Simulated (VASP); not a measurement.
Here is a VASP 6.6.1 calculation.

The input INCAR:

```
ALGO     = Fast           # electronic algorithm
EDIFF    = 1E-6           # SCF threshold, eV
ENCUT    = 520            # plane-wave cutoff, eV
GGA      = PE             # functional
ISIF     = 2              # what is computed and relaxed
ISMEAR   = -1             # smearing method
LASPH    = True           # aspherical terms in the spheres
LCHARG   = True           # write CHGCAR
LELF     = True           # ELF
LREAL    = False          # projectors in reciprocal space
LVHAR    = True         
LWAVE    = False          # write WAVECAR
NBANDS   = 10             # bands
NELM     = 100            # most SCF steps
PREC     = Accurate       # precision mode
SIGMA    = 0.05           # smearing width, eV
```

KPOINTS

```
k-points
0
Gamma
  7 7 10
```

POSCAR

```
Al
1.0
    4.5501420027      0.0000000000      0.0000000000
   -2.2750710013      3.9405385651      0.0000000000
    0.0000000000      0.0000000000      2.7442423570
Al
2
Direct
    0.3333333333      0.6666666667      0.0000000000
    0.6666666667      0.3333333333      0.0000000000
```

Potentials or basis: VASP PAW PBE potentials, release 64 (Al).

Command:

```bash
$ cat potpaw_PBE.64/Al/POTCAR > POTCAR
$ mpirun -np 1 vasp_std > vasp.out
```

Task: Predict the pressure.

Result: 0.0 GPa.

Task: What does it give for the band gap on the k mesh?

Result: Zero (band 3 reaches 6.35 eV, above the bottom of band 4 at 2.98 eV).
